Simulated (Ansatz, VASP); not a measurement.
One calculation of H12CO5, two programs

File INCAR:

```
PREC = Accurate ; ENCUT = 520
EDIFF = 1E-6 ; ISMEAR = -1
SIGMA = 0.02 ; LREAL = Auto
LASPH = True ; NELM = 60
ALGO = Normal ; ISIF = 2
LWAVE = False ; LCHARG = False
GGA = PE ; IVDW = 12
IBRION = 2 ; NSW = 35
EDIFFG = -0.3
```

File KPOINTS:

```
regular mesh
0
Gamma
  1 1 1
```

Contents of POSCAR:

```
H12CO5
1.0
    5.7184790000      0.0000000000      0.0000000000
    0.0000000000      5.7184790000      0.0000000000
    0.0000000000      0.0000000000      5.7184790000
O H C
5 12 1
Direct
    0.0996721000      1.0440399000      0.7838685000
    0.9019699000      0.4521600000      0.4098368000
    0.7433143000      0.4431866000      0.9020438000
    0.4117171000      0.2639545000      0.3082517000
    0.6874948000      0.9353494000      0.0220882000
    0.1979530000      0.9541770000      0.6792107000
   -0.0463908000      0.9583319000      0.7866099000
    1.0117223000      0.4229989000      0.2841714000
    0.7502676000      0.4381147000      0.3358309000
    0.7359779000      0.5869302000      0.8127594000
    0.7443934000      0.3216736000      0.7840557000
    0.4118902000      0.3190197000      0.1480782000
    0.3942275000      0.0961015000      0.2938564000
    0.8792865000      0.8069064000      0.2895111000
    0.6612491000      1.0837164000     -0.0558301000
    1.0208544000      1.0374912000      0.1375892000
    0.7874885000      1.0998302000      0.3348971000
    0.8521972000      0.9751589000      0.2043123000
```

Input for Ansatz:

```yaml
accuracy: low
crystal:
  lattice:
    - [5.718479, 0.0, 0.0]
    - [0.0, 5.718479, 0.0]
    - [0.0, 0.0, 5.718479]
  atoms:
    - { symbol: O, position: [0.0996721, 1.0440399, 0.7838685] }
    - { symbol: H, position: [0.197953, 0.954177, 0.6792107] }
    - { symbol: H, position: [-0.0463908, 0.9583319, 0.7866099] }
    - { symbol: O, position: [0.9019699, 0.45216, 0.4098368] }
    - { symbol: H, position: [1.0117223, 0.4229989, 0.2841714] }
    - { symbol: H, position: [0.7502676, 0.4381147, 0.3358309] }
    - { symbol: O, position: [0.7433143, 0.4431866, 0.9020438] }
    - { symbol: H, position: [0.7359779, 0.5869302, 0.8127594] }
    - { symbol: H, position: [0.7443934, 0.3216736, 0.7840557] }
    - { symbol: O, position: [0.4117171, 0.2639545, 0.3082517] }
    - { symbol: H, position: [0.4118902, 0.3190197, 0.1480782] }
    - { symbol: H, position: [0.3942275, 0.0961015, 0.2938564] }
    - { symbol: C, position: [0.8521972, 0.9751589, 0.2043123] }
    - { symbol: O, position: [0.6874948, 0.9353494, 0.0220882] }
    - { symbol: H, position: [0.8792865, 0.8069064, 0.2895111] }
    - { symbol: H, position: [0.6612491, 1.0837164, -0.0558301] }
    - { symbol: H, position: [1.0208544, 1.0374912, 0.1375892] }
    - { symbol: H, position: [0.7874885, 1.0998302, 0.3348971] }
basis:
  ecutwfc: 420.0
kpoints:
  mp_grid: { grid: [1, 1, 1] }
hamiltonian:
  xc: pbe
  dispersion: d3bj
scf:
  occupations: { method: fermi_dirac, width: 0.02 }
  lower_state_search: "off"
relax:
  f_tol: 0.3
  max_steps: 15
  adjacent_minimum: "off"
output:
  write_density: true
  write_potential: true
  elf: true
  volumetric_format: npy
```

Alike in both runs: task relaxation of the atoms; functional PBE; dispersion D3(BJ); k mesh 1 × 1 × 1; occupations fermi-dirac, width 0.02 eV; no spin polarisation.

|  | VASP | Ansatz |
| --- | --- | --- |
| version | VASP 6.6.1 | Ansatz 0.2.0 |
| potentials or method | VASP PAW PBE potentials, release 64 (O, H, C), cutoff 520 eV | scalar-relativistic, plane waves, PAW |
| valence electrons in the cell | 46 | 46 |

```csv
,VASP,Ansatz,Ansatz less VASP
"gap on the k mesh at the Fermi level, each at its own relaxed structure (eV)",4.65,4.66,+0.005
```

Ansatz's warnings: xc potential rough in thin density.
